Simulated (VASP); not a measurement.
# C (Pmma) in VASP: notebook, part 2 of 2

VASP 6.6.1. The steps go on from the part before.

**3. Single point, PBEsol+D3(BJ) (mode 8 frozen in at -0.015 Å and mode 12 at -0.060 Å (largest displacements))**

Input file INCAR:

```
ALGO = Normal ; EDIFF = 1E-6
ENCUT = 600 ; GGA = PS
GGA_COMPAT = F ; ISIF = 2
ISMEAR = 0 ; IVDW = 12
LASPH = T ; LCHARG = F
LREAL = F ; LWAVE = F
NBANDS = 16 ; NELM = 120
PREC = Accurate ; SIGMA = 0.15
```

Input file KPOINTS:

```
k-points
0
Gamma
  18 12 10
```

Input file POSCAR:

```
C
1.0
   -2.4576582504      0.0000000000      0.0000000000
    0.0000000000      0.0000000000     -3.5294825081
    0.0000000000     -4.2567889574      0.0000000000
C
4
Direct
    0.5000000000      0.0000000000      0.1842855810
    0.0000000000      0.0000000000      0.6772380153
    0.0000000000      0.0000000000      0.3157144190
    0.5000000000      0.0000000000      0.8227619847
```

Potentials or basis: VASP PAW PBE potentials, release 64 (C).

Started as:

```sh
$ cat potpaw_PBE.64/C/POTCAR > POTCAR
$ mpirun -np 1 vasp_std > vasp.out
```

OUTCAR:

```text
EDIFF = 1E-6
   ENCUT = 600
   GGA = PS
   ISIF = 2
   ISMEAR = 0
   IVDW = 12
   LASPH = T
   LREAL = F
   NELM = 120
   PREC = Accurate
 IVDW          = 12

 ion  position               nearest neighbor table
   1  0.500  0.000  0.184-   3 1.35   3 1.35   4 1.54
   2  0.000  0.000  0.677-   4 1.38   4 1.38   3 1.54
   3  0.000  0.000  0.316-   1 1.35   1 1.35   2 1.54
   4  0.500  0.000  0.823-   2 1.38   2 1.38   1 1.54

  LATTYP: Found a simple orthorhombic cell.
 ALAT       =     2.4576582504
 B/A-ratio  =     1.4361160701
 C/A-ratio  =     1.7320508076

  Lattice vectors:

 A1 = (  -2.4576582504,   0.0000000000,   0.0000000000)
 A2 = (   0.0000000000,   0.0000000000,  -3.5294825081)
 A3 = (   0.0000000000,  -4.2567889574,   0.0000000000)

Analysis of symmetry for initial positions (statically):
=====================================================================
 Subroutine PRICEL returns:
 Original cell was already a primitive cell.

 Routine SETGRP: Setting up the symmetry group for a
 simple orthorhombic supercell.

 Subroutine GETGRP returns: Found  8 space group operations
 (whereof  4 operations were pure point group operations)
 out of a pool of  8 trial point group operations.

The static configuration has the point symmetry C_2v.
 The point group associated with its full space group is D_2h.

Analysis of symmetry for dynamics (positions and initial velocities):
=====================================================================
 Subroutine PRICEL returns:
 Original cell was already a primitive cell.

[... 126 lines left out ...]
   EFERMI =   0.00;   METHOD = LEGACY
   ISMEAR =     0;   SIGMA  =   0.15  broadening in eV -4-tet -1-fermi 0-gaus
   EFERMI_NEDOS =   21; number of points for ismear=-14 and -15
   IALGO  =     38    algorithm
   IMIX   =      4    mixing-type and parameters
     AMIX     =   0.40;   BMIX     =  1.00
     AMIX_MAG =   1.60;   BMIX_MAG =  1.00
  volume/ion in A,a.u.               =       9.23        62.29
  Fermi-wavevector in a.u.,A,eV,Ry     =   1.238825  2.341040 20.880688  1.534687
  Thomas-Fermi vector in A             =   2.373334
   LORBIT       =      0    0 simple, 1 ext, 2 COOP (PROOUT), +10 PAW based schemes
   GGA     = PS    functional components
   LHFCALC =     F    Hartree Fock is set to
   AEXX    =    0.0000 exact exchange contribution
   IVDW    =    12    specifies the selected vdW correction
   LEPSILON=     F    determine dielectric tensor
   LRPA    =     F    only Hartree local field effects (RPA)
 non-spin polarized calculation
 Gauss-broadening in eV      SIGMA  =   0.15
  energy-cutoff  :      600.00
  volume of cell :       36.92
 maximum number of plane-waves:      1256
 NGX is ok and might be reduce to    20
   NGX =  9   NGY = 15   NGZ = 17

 number of electron      16.0000002 magnetization

 Free energy of the ion-electron system (eV)
  ---------------------------------------------------
  ext. energy  EPLUGINS =         0.00000000
  ---------------------------------------------------
  free energy    TOTEN  =       -37.80586560 eV

  energy without entropy =      -37.80475152  energy(sigma->0) =      -37.80530856

 E-fermi :   4.1414     XC(G=0): -10.1851

 val. band max:        4.1227664851   @ k =   0.3889   0.3333   0.0000
 cond. band min:       4.1721557005   @ k =   0.3889   0.5000   0.1000
 fundamental gap:      0.0493892154
 Fermi energy:         4.1413959819

 k-point     1 :       0.0000    0.0000    0.0000
  band No.  band energies     occupation
      1     -15.4412      2.00000
      2     -10.4611      2.00000
      3      -8.2223      2.00000
      4      -3.1565      2.00000
      5      -2.7139      2.00000
      6      -0.4630      2.00000
[... 433 lines left out ...]
      3      -7.7151      2.00000
      4      -4.8197      2.00000
      5      -2.5470      2.00000
      6      -1.8773      2.00000
[... 8 lines left out ...]
     15      15.6982      0.00000
     16      16.1108      0.00000

 [... further k-points ...]

------------------------ aborting loop because EDIFF is reached ----------------------------------------

 Edisp (eV)   -0.41871

 E8    (eV) :    -0.2034

  FORCE on cell =-STRESS in cart. coord.  units (eV):
  Direction    XX          YY          ZZ          XY          YZ          ZX
  --------------------------------------------------------------------------------------
  -------------------------------------------------------------------------------------
  Total       4.98541    -0.82503    -0.10149     0.00000     0.00000     0.00000
  in kB     216.32011   -35.79869    -4.40368     0.00000     0.00000     0.00000
  external pressure =       58.71 kB  Pullay stress =        0.00 kB

 VOLUME and BASIS-vectors are now :
 -----------------------------------------------------------------------------
  energy-cutoff  :      600.00
  volume of cell :       36.92
      direct lattice vectors                 reciprocal lattice vectors
    -2.457658250  0.000000000  0.000000000    -0.406891397  0.000000000  0.000000000
     0.000000000  0.000000000 -3.529482508     0.000000000  0.000000000 -0.283327654
     0.000000000 -4.256788957  0.000000000     0.000000000 -0.234918858  0.000000000

 POSITION                                       TOTAL-FORCE (eV/Angst)
 -----------------------------------------------------------------------------------
     -1.22883     -0.78446      0.00000         0.000000      6.795360      0.000000
      0.00000     -2.88286      0.00000         0.000000      4.424192      0.000000
      0.00000     -1.34393      0.00000         0.000000     -6.795360      0.000000
     -1.22883     -3.50232      0.00000         0.000000     -4.424192      0.000000
 -----------------------------------------------------------------------------------
    total drift:                               -0.000000     -0.000000     -0.000000

  FREE ENERGIE OF THE ION-ELECTRON SYSTEM (eV)
  ---------------------------------------------------
  free  energy   TOTEN  =       -38.2245778674 eV

  energy  without entropy=      -38.2234637886  energy(sigma->0) =      -38.22402083
```

OSZICAR:

```text
N       E                     dE             d eps       ncg     rms          rms(c)
DAV:   1     0.383958613630E+02    0.38396E+02   -0.85072E+03 13448   0.103E+03
DAV:   2    -0.373753909900E+02   -0.75771E+02   -0.69195E+02 18760   0.201E+02
DAV:   3    -0.403568983152E+02   -0.29815E+01   -0.29651E+01 17688   0.371E+01
DAV:   4    -0.403817506531E+02   -0.24852E-01   -0.24845E-01 17016   0.405E+00
DAV:   5    -0.403821397402E+02   -0.38909E-03   -0.38906E-03 17424   0.482E-01    0.931E+00
DAV:   6    -0.384185349099E+02    0.19636E+01   -0.13768E+00 16064   0.745E+00    0.537E+00
DAV:   7    -0.377977243108E+02    0.62081E+00   -0.15692E+00 16800   0.801E+00    0.144E+00
DAV:   8    -0.378048056101E+02   -0.70813E-02   -0.60062E-02 16176   0.146E+00    0.266E-01
DAV:   9    -0.378055677439E+02   -0.76213E-03   -0.11946E-03 16944   0.252E-01    0.822E-02
DAV:  10    -0.378058255965E+02   -0.25785E-03   -0.18386E-04 14912   0.830E-02    0.239E-02
DAV:  11    -0.378058651387E+02   -0.39542E-04   -0.30675E-05 15704   0.377E-02    0.506E-03
DAV:  12    -0.378058656029E+02   -0.46414E-06   -0.22276E-06 16936   0.993E-03
   1 F= -.38224578E+02 E0= -.38224021E+02  d E =-.111408E-02
```

stdout:

```text
POSCAR found type information on POSCAR C
 POSCAR found :  1 types and       4 ions
 scaLAPACK will be used
 -----------------------------------------------------------------------------
|                                                                             |
|                                                                             |
|     You enforced a specific xc type in the INCAR file but a different       |
|     I HOPE YOU KNOW WHAT YOU ARE DOING!                                     |
|                                                                             |
 -----------------------------------------------------------------------------

 LDA part: xc-table for (Slater+PW92), standard interpolation
 POSCAR, INCAR and KPOINTS ok, starting setup
 FFT: planning ... GRIDC
 FFT: planning ... GRID_SOFT
 FFT: planning ... GRID
 WAVECAR not read
 entering main loop
```

Wall time 2 min (1 thread of Intel Xeon Platinum 8488C (Sapphire Rapids), shared host); peak memory 0.32 GiB.

Results:

- Free energy: -38.2246 eV
- Pressure: 5.9 GPa
- Largest force: 6.795 eV/Å
- Band gap on the k mesh: zero (band 8 reaches 4.51 eV, above the bottom of band 9 at 3.91 eV)
- Dispersion energy per atom: -0.105 eV

Forces on the atoms (eV/Å):
```
C    0.000  6.795  0.000
C    0.000  4.424  0.000
C    0.000 -6.795  0.000
C    0.000 -4.424  0.000
```

Levels at points of the mesh, in eV from the Fermi level:
```csv
k point,band 4,band 5,band 6,band 7,band 8,band 9,band 10,band 11,band 12,band 13
"(0.00, 0.00, 0.00)",-7.30,-6.86,-4.60,-2.56,-0.96,3.76,4.00,6.06,7.15,10.79
"(0.50, 0.00, 0.00)",-11.18,-8.00,-8.00,-1.75,-1.75,2.71,2.71,9.15,9.15,10.76
"(0.00, 0.50, 0.00)",-8.39,-7.27,-4.59,-3.56,-0.92,2.31,6.12,7.42,9.23,10.88
"(0.50, 0.50, 0.00)",-11.09,-7.91,-7.91,-3.04,-3.04,1.87,1.87,10.82,10.82,11.24
"(0.00, 0.00, 0.50)",-6.49,-6.30,-5.75,-5.41,-5.14,5.55,5.58,7.35,7.63,8.23
"(0.50, 0.00, 0.50)",-13.67,-5.75,-5.75,-1.34,-1.34,1.79,1.79,7.00,7.00,10.89
"(0.00, 0.50, 0.50)",-6.61,-6.58,-6.47,-6.22,-5.73,7.26,7.42,7.69,7.73,10.76
"(0.50, 0.50, 0.50)",-13.55,-5.71,-5.71,-2.47,-2.47,0.47,0.47,7.25,7.25,13.26
```

Caveat: the cell differs from its parent crystal (mode 8 frozen in at -0.015 Å and mode 12 at -0.060 Å (largest displacements)); the PAW data sets were made with another functional, which shifts forces and pressure a little.
